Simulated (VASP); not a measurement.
Wanted: the native input for a VASP 6.6.1 run.

```yaml
Task: single point
Functional: PBE
Dispersion: D3(BJ)
Potentials_or_basis: VASP PAW PBE potentials, release 64 (Zr_sv, O)
Cutoff: 520 eV
k_mesh: 8 × 8 × 8
Occupations: gaussian, width 0.02 eV
Spin: no spin polarisation
Dipole_correction: no
k_mesh_for_the_DOS: 12 × 12 × 12
Occupations_for_the_DOS: tetrahedron
Further_INCAR_settings: ALGO = Normal; EDIFF = 1e-06
```

The system is ZrO2.

```
Zr O
1.0
     0.00000    2.54387    2.54387
     2.54387    0.00000    2.54387
     2.54387    2.54387    0.00000
Zr O
1 2
Cartesian
  2.5439 2.5439 2.5439
  3.8158 3.8158 3.8158
  1.2719 1.2719 1.2719
```

One way to write it, as run:

POSCAR

```
ZrO2
1.0
    0.0000000000      2.5438747277      2.5438747277
    2.5438747277      0.0000000000      2.5438747277
    2.5438747277      2.5438747277      0.0000000000
Zr O
1 2
Direct
    0.5000000000      0.5000000000      0.5000000000
    0.7500000000      0.7500000000      0.7500000000
    0.2500000000      0.2500000000      0.2500000000
```

INCAR.step1

```
SYSTEM = ZrO2
PREC = Accurate
ENCUT = 520
EDIFF = 1E-6
ISMEAR = 0
SIGMA = 0.02
LREAL = .False.
LASPH = .True.
NELM = 120
ALGO = Normal
ISIF = 2
LWAVE = .False.
LCHARG = .True.
LMAXMIX = 4
GGA = PE
IVDW = 12
NBANDS = 19
GGA_COMPAT = .False.
NEDOS = 2001
LORBIT = 11
```

KPOINTS.step1

```
regular mesh
0
Gamma
  8 8 8
  0 0 0
```

INCAR.step2

```
SYSTEM = ZrO2
PREC = Accurate
ENCUT = 520
EDIFF = 1E-6
ISMEAR = -5
SIGMA = 0.02
LREAL = .False.
LASPH = .True.
NELM = 120
ALGO = Normal
ISIF = 2
LWAVE = .False.
LCHARG = .False.
LMAXMIX = 4
GGA = PE
IVDW = 12
LORBIT = 11
NEDOS = 2001
ICHARG = 11
GGA_COMPAT = .False.
```

KPOINTS.step2

```
regular mesh
0
Gamma
  12 12 12
  0 0 0
```

Potentials or basis: VASP PAW PBE potentials, release 64 (Zr_sv, O).

Run with:

```console
$ cat potpaw_PBE.64/Zr_sv/POTCAR potpaw_PBE.64/O/POTCAR > POTCAR
$ cp INCAR.step1 INCAR
$ cp KPOINTS.step1 KPOINTS
$ mpirun -np 1 vasp_std > vasp.out
$ cp INCAR.step2 INCAR
$ cp KPOINTS.step2 KPOINTS
$ mpirun -np 1 vasp_std > vasp.out
```

It gave:

```yaml
Valence_electrons_inside_the_program's_atomic_spheres: Zr 9.53; O 5.10
Dispersion_energy_per_atom: -0.267 eV
```

Wall time 88 s on 1 thread of Intel Xeon 8259CL (shared host), peak memory 0.18 GiB.
